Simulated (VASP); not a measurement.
# TiAl3 (Pm-3m) in VASP: further runs

The runs below take TiAl3 through single point, with PBE.

Everything below comes from runs of VASP 6.6.1. Logs are shortened: lines on timing, memory, paths and dates and some standing lists are left out, and cuts for length are marked.

## (1) The cell of the first run

Symmetry: Pm-3m, No. 221, cubic system. Conventional cell: a = 3.993 Å, b = 3.993 Å, c = 3.993 Å, α = 90.00°, β = 90.00°, γ = 90.00°. Within 3.7 Å of Ti (site symmetry m-3m) lie 12 Al at 2.82 Å. Within 3.7 Å of Al (site symmetry 4/mmm) lie 4 Ti at 2.82 Å and 8 Al at 2.82 Å.

## (2) Single point, PBE

Input file INCAR:

```
ALGO = Normal ; EDIFF = 1E-6
ENCUT = 520 ; GGA = PE
ISIF = 2 ; ISMEAR = 0
LASPH = True ; LCHARG = True
LELF = True ; LREAL = False
LVHAR = True ; LWAVE = False
NBANDS = 18 ; NELM = 60
PREC = Accurate ; SIGMA = 0.1
```

Input file KPOINTS:

```
k-points
0
Gamma
  10 10 10
```

Input file POSCAR:

```
TiAl3
1.0
    3.9927080794      0.0000000000      0.0000000000
    0.0000000000      3.9927080794      0.0000000000
    0.0000000000      0.0000000000      3.9927080794
Ti Al
1 3
Direct
    0.0000000000      0.0000000000      0.0000000000
    0.5000000000      0.5000000000      0.0000000000
    0.5000000000      0.0000000000      0.5000000000
    0.0000000000      0.5000000000      0.5000000000
```

Potentials or basis: VASP PAW PBE potentials, release 64 (Ti_sv, Al).

Run with:

```console
$ cat potpaw_PBE.64/Ti_sv/POTCAR potpaw_PBE.64/Al/POTCAR > POTCAR
$ mpirun -np 1 vasp_std > vasp.out
```

OUTCAR:

```text
EDIFF = 1E-6
   ENCUT = 520
   GGA = PE
   ISIF = 2
   ISMEAR = 0
   LASPH = True
   LREAL = False
   NELM = 60
   PREC = Accurate

 ion  position               nearest neighbor table
   1  0.000  0.000  0.000-   2 2.82   3 2.82   4 2.82   3 2.82   4 2.82   2 2.82   4 2.82   4 2.82
                             2 2.82   3 2.82   3 2.82   2 2.82
   2  0.500  0.500  0.000-   1 2.82   3 2.82   4 2.82   3 2.82   4 2.82   1 2.82   3 2.82   3 2.82
                             1 2.82   4 2.82   4 2.82   1 2.82
   3  0.500  0.000  0.500-   1 2.82   2 2.82   4 2.82   1 2.82   2 2.82   2 2.82   4 2.82   2 2.82
                             1 2.82   4 2.82   1 2.82   4 2.82
   4  0.000  0.500  0.500-   1 2.82   2 2.82   3 2.82   1 2.82   2 2.82   1 2.82   3 2.82   1 2.82
                             2 2.82   3 2.82   2 2.82   3 2.82

  LATTYP: Found a simple cubic cell.
 ALAT       =     3.9927080794

  Lattice vectors:

 A1 = (   3.9927080794,   0.0000000000,   0.0000000000)
 A2 = (   0.0000000000,   3.9927080794,   0.0000000000)
 A3 = (   0.0000000000,   0.0000000000,   3.9927080794)

Analysis of symmetry for initial positions (statically):
=====================================================================
 Subroutine PRICEL returns:
 Original cell was already a primitive cell.

 Routine SETGRP: Setting up the symmetry group for a
 simple cubic supercell.

 Subroutine GETGRP returns: Found 48 space group operations
 (whereof 48 operations were pure point group operations)
 out of a pool of 48 trial point group operations.

The static configuration has the point symmetry O_h .

Analysis of symmetry for dynamics (positions and initial velocities):
=====================================================================
 Subroutine PRICEL returns:
 Original cell was already a primitive cell.

 Routine SETGRP: Setting up the symmetry group for a
 simple cubic supercell.

 Subroutine GETGRP returns: Found 48 space group operations
 (whereof 48 operations were pure point group operations)
 out of a pool of 48 trial point group operations.

The dynamic configuration has the point symmetry O_h .

 Subroutine INISYM returns: Found 48 space group operations
 (whereof 48 operations are pure point group operations),
 and found     1 'primitive' translations

----------------------------------------------------------------------------------------

                                     Primitive cell

  volume of cell :      63.6506

  direct lattice vectors                    reciprocal lattice vectors
     3.992708079  0.000000000  0.000000000     0.250456577  0.000000000  0.000000000
     0.000000000  3.992708079  0.000000000     0.000000000  0.250456577  0.000000000
     0.000000000  0.000000000  3.992708079     0.000000000  0.000000000  0.250456577

  length of vectors
     3.992708079  3.992708079  3.992708079     0.250456577  0.250456577  0.250456577

  position of ions in fractional coordinates (direct lattice)
     0.000000000  0.000000000  0.000000000
     0.500000000  0.500000000  0.000000000
     0.500000000  0.000000000  0.500000000
     0.000000000  0.500000000  0.500000000

  ion indices of the primitive-cell ions
   primitive index   ion index
                 1           1
                 2           2
                 3           3
                 4           4

----------------------------------------------------------------------------------------

 KPOINTS: k-points

Automatic generation of k-mesh.
 Grid dimensions read from file:
 generate k-points for:   10   10   10

 Generating k-lattice:

  Cartesian coordinates                     Fractional coordinates (reciprocal lattice)
     0.025045658  0.000000000  0.000000000     0.100000000  0.000000000  0.000000000
     0.000000000  0.025045658  0.000000000     0.000000000  0.100000000  0.000000000
     0.000000000  0.000000000  0.025045658     0.000000000  0.000000000  0.100000000

  Length of vectors
     0.025045658  0.025045658  0.025045658

  Shift w.r.t. Gamma in fractional coordinates (k-lattice)
     0.000000000  0.000000000  0.000000000

 Subroutine IBZKPT returns following result:
 ===========================================

 Found     56 irreducible k-points:

 Following reciprocal coordinates:
            Coordinates               Weight
  0.000000  0.000000  0.000000      1.000000
  0.100000  0.000000  0.000000      6.000000
  0.200000  0.000000  0.000000      6.000000
  0.300000  0.000000  0.000000      6.000000
  0.400000  0.000000  0.000000      6.000000
  0.500000  0.000000  0.000000      3.000000
[... 16 lines left out ...]
  0.200000  0.100000  0.100000     24.000000
  0.300000  0.100000  0.100000     24.000000
 [... further k-points ...]
   k-points           NKPTS =     56   k-points in BZ     NKDIM =     56   number of bands    NBANDS=     18
   number of dos      NEDOS =    301   number of ions     NIONS =      4
   total plane-waves  NPLWV =  27000
   dimension x,y,z NGX =    30 NGY =   30 NGZ =   30
   dimension x,y,z NGXF=    60 NGYF=   60 NGZF=   60
   ions per type =               1   3
   NGX,Y,Z   is equivalent  to a cutoff of  12.49, 12.49, 12.49 a.u.
   NGXF,Y,Z  is equivalent  to a cutoff of  24.98, 24.98, 24.98 a.u.
 SYSTEM =  unknown system
   PREC   = accura    normal or accurate (medium, high low for compatibility)
   ISTART =      0    job   : 0-new  1-cont  2-samecut
   ICHARG =      2    charge: 1-file 2-atom 10-const
   ISPIN  =      1    spin polarized calculation?
   LNONCOLLINEAR =      F non collinear calculations
   LSORBIT =      F    spin-orbit coupling
   LASPH  =      T    aspherical Exc in radial PAW
   ENCUT  =  520.0 eV  38.22 Ry    6.18 a.u.   7.42  7.42  7.42*2*pi/ulx,y,z
   NELM   =     60;   NELMIN=  2; NELMDL= -5     # of ELM steps
   EDIFF  = 0.1E-05   stopping-criterion for ELM
   LREAL  =      F    real-space projection
   EDIFFG = 0.1E-04   stopping-criterion for IOM
   NSW    =      0    number of steps for IOM
   IBRION =     -1    ionic relax: 0-MD 1-quasi-New 2-CG
   NFREE  =      0    steps in history (QN), initial steepest desc. (CG)
   ISIF   =      2    stress and relaxation
   ISYM   =      2    0-nonsym 1-usesym 2-fastsym
   POTIM  = 0.5000    time-step for ionic-motion
   TEBEG  =    0.0;   TEEND  =   0.0 temperature during run
   PSTRESS=    0.0 pullay stress
   NELECT =      21.0000    total number of electrons
   NUPDOWN=      -1.0000    fix difference up-down
   EMIN   =  10.00;   EMAX   =-10.00  energy-range for DOS
   EFERMI =   0.00;   METHOD = LEGACY
   ISMEAR =     0;   SIGMA  =   0.10  broadening in eV -4-tet -1-fermi 0-gaus
   EFERMI_NEDOS =   21; number of points for ismear=-14 and -15
   IALGO  =     38    algorithm
   IMIX   =      4    mixing-type and parameters
     AMIX     =   0.40;   BMIX     =  1.00
     AMIX_MAG =   1.60;   BMIX_MAG =  1.00
  volume/ion in A,a.u.               =      15.91       107.38
  Fermi-wavevector in a.u.,A,eV,Ry     =   1.131220  2.137696 17.410810  1.279658
  Thomas-Fermi vector in A             =   2.267918
   LORBIT       =      0    0 simple, 1 ext, 2 COOP (PROOUT), +10 PAW based schemes
   GGA     = PE    functional components
   LHFCALC =     F    Hartree Fock is set to
   AEXX    =    0.0000 exact exchange contribution
   IVDW    =     0    specifies the selected vdW correction
   LEPSILON=     F    determine dielectric tensor
   LRPA    =     F    only Hartree local field effects (RPA)
 non-spin polarized calculation
 Gauss-broadening in eV      SIGMA  =   0.10
  energy-cutoff  :      520.00
  volume of cell :       63.65
 maximum number of plane-waves:      1743
 NGX is ok and might be reduce to    30
   NGX = 15   NGY = 15   NGZ = 15

 number of electron      20.9999998 magnetization

 Free energy of the ion-electron system (eV)
  ---------------------------------------------------
  ext. energy  EPLUGINS =         0.00000000
  ---------------------------------------------------
  free energy    TOTEN  =       -20.55319379 eV

  energy without entropy =      -20.54209673  energy(sigma->0) =      -20.54764526

 E-fermi :   8.8475     XC(G=0): -10.7182

 val. band max:        8.8365154621   @ k =   0.4000   0.4000   0.1000
 cond. band min:       8.8728815562   @ k =   0.2000   0.1000   0.0000
 fundamental gap:      0.0363660940
 Fermi energy:         8.8474592388

 k-point     1 :       0.0000    0.0000    0.0000
  band No.  band energies     occupation
      1     -48.1943      2.00000
      2     -24.4914      2.00000
      3     -24.4914      2.00000
      4     -24.4914      2.00000
      5      -1.8475      2.00000
      6       5.7824      2.00000
[... 10 lines left out ...]
     17      14.3848      0.00000
     18      14.3848      0.00000

 k-point     2 :       0.1000    0.0000    0.0000
  band No.  band energies     occupation
      1     -48.1942      2.00000
      2     -24.4931      2.00000
      3     -24.4913      2.00000
      4     -24.4913      2.00000
      5      -1.7523      2.00000
      6       5.0311      2.00000
[... 10 lines left out ...]
     17      14.2482      0.00000
     18      14.2483      0.00000

 k-point     3 :       0.2000    0.0000    0.0000
  band No.  band energies     occupation
      1     -48.1941      2.00000
      2     -24.4975      2.00000
      3     -24.4910      2.00000
      4     -24.4910      2.00000
      5      -1.4692      2.00000
      6       3.8422      2.00000
[... 10 lines left out ...]
     17      13.6136      0.00000
     18      13.6136      0.00000

 k-point     4 :       0.3000    0.0000    0.0000
  band No.  band energies     occupation
      1     -48.1939      2.00000
      2     -24.5029      2.00000
      3     -24.4906      2.00000
      4     -24.4906      2.00000
      5      -1.0070      2.00000
      6       2.6542      2.00000
[... 375 lines left out ...]
      4     -24.4928      2.00000
      5      -1.5633      2.00000
      6       5.0227      2.00000
[... 10 lines left out ...]
     17      13.9545      0.00000
     18      13.9587      0.00000

 k-point    23 :       0.2000    0.1000    0.1000
  band No.  band energies     occupation
      1     -48.1939      2.00000
      2     -24.4972      2.00000
      3     -24.4926      2.00000
      4     -24.4924      2.00000
      5      -1.2829      2.00000
      6       3.9811      2.00000
[... 10 lines left out ...]
     17      13.4963      0.00000
     18      13.5031      0.00000

 k-point    24 :       0.3000    0.1000    0.1000
  band No.  band energies     occupation
      1     -48.1937      2.00000
      2     -24.5026      2.00000
      3     -24.4922      2.00000
      4     -24.4920      2.00000
      5      -0.8256      2.00000
      6       2.8150      2.00000
[... 10 lines left out ...]
     17      12.9327      0.00000
     18      14.2464      0.00000

 [... further k-points ...]
[... 5 lines left out ...]
  --------------------------------------------------------------------------------------
  -------------------------------------------------------------------------------------
  Total       -0.4520928     -0.4520928     -0.4520928      0.0000000     -0.0000000      0.0000000
  in kB      -11.3798223    -11.3798223    -11.3798223      0.0000000     -0.0000000      0.0000000
  external PRESSURE =     -11.3798223 kB  Pullay stress =       0.0000000 kB

 VOLUME and BASIS-vectors are now :
 -----------------------------------------------------------------------------
  energy-cutoff  :      520.00
  volume of cell :       63.65
      direct lattice vectors                 reciprocal lattice vectors
     3.992708079  0.000000000  0.000000000     0.250456577  0.000000000  0.000000000
     0.000000000  3.992708079  0.000000000     0.000000000  0.250456577  0.000000000
     0.000000000  0.000000000  3.992708079     0.000000000  0.000000000  0.250456577

 POSITION                                       TOTAL-FORCE (eV/Angst)
 -----------------------------------------------------------------------------------
      0.00000      0.00000      0.00000         0.000000      0.000000      0.000000
      1.99635      1.99635      0.00000         0.000000      0.000000      0.000000
      1.99635      0.00000      1.99635         0.000000      0.000000      0.000000
      0.00000      1.99635      1.99635         0.000000      0.000000      0.000000
 -----------------------------------------------------------------------------------
    total drift:                                0.000000     -0.000000      0.000000

  FREE ENERGIE OF THE ION-ELECTRON SYSTEM (eV)
  ---------------------------------------------------
  free  energy   TOTEN  =       -20.5531937917 eV

  energy  without entropy=      -20.5420967295  energy(sigma->0) =      -20.54764526
```

Wall time 99 s (1 thread of Intel Xeon 8259CL, shared host); peak memory 0.21 GiB.

Results:

```yaml
Free_energy: -20.5532 eV
Pressure: -1.1 GPa
Band_gap_on_the_k_mesh: zero (an odd number of electrons rules out a gap without spin polarisation)
```

## (3) Single point, PBE

This run uses another cell than the first one, of 10.64 Å³/atom.

Input file INCAR:

```
  PREC = Accurate
  ENCUT = 520
  EDIFF = 1E-6
  ISMEAR = 0
  SIGMA = 0.1
  LREAL = False
  LASPH = True
  NELM = 100
  ALGO = Normal
  ISIF = 2
  LWAVE = False
  LCHARG = False
  GGA = PE
  NBANDS = 18
```

Input file KPOINTS:

```
Automatic mesh
0
Gamma
  12 12 12
```

Input file POSCAR:

```
TiAl3
1.0
    3.4917135385      0.0000000000      0.0000000000
    0.0000000000      3.4917135385      0.0000000000
    0.0000000000      0.0000000000      3.4917135385
Ti Al
1 3
Direct
    0.0000000000      0.0000000000      0.0000000000
    0.5000000000      0.5000000000      0.0000000000
    0.5000000000      0.0000000000      0.5000000000
    0.0000000000      0.5000000000      0.5000000000
```

Potentials or basis: VASP PAW PBE potentials, release 64 (Ti_sv, Al).

Run with:

```console
$ cat potpaw_PBE.64/Ti_sv/POTCAR potpaw_PBE.64/Al/POTCAR > POTCAR
$ mpirun -np 1 vasp_std > vasp.out
```

Wall time 92 s (1 thread of Intel Xeon 8259CL, shared host); peak memory 0.2 GiB.

Results (log left out):

```yaml
Free_energy: -16.3770 eV
Pressure: 90.0 GPa
Band_gap_on_the_k_mesh: zero (an odd number of electrons rules out a gap without spin polarisation)
```

Levels at points of the mesh, in eV from the Fermi level:
```csv
k point,band 6,band 7,band 8,band 9,band 10,band 11,band 12,band 13,band 14,band 15
"(0.00, 0.00, 0.00)",-4.14,-4.14,-2.24,-2.24,-2.24,0.00,0.00,0.00,0.36,7.45
"(0.50, 0.00, 0.00)",-9.50,-3.37,-3.06,-3.06,0.50,0.86,1.39,1.39,1.61,3.94
"(0.50, 0.50, 0.00)",-6.79,-6.79,-6.16,-1.78,-1.78,0.81,1.15,1.51,1.89,4.82
"(0.50, 0.50, 0.50)",-6.11,-6.11,-6.11,-3.85,-3.85,-3.85,1.09,1.93,1.93,4.68
```

Caveat: the cell stands under pressure.

The gap in the log of VASP goes by the Fermi energy; the results here count the filled bands.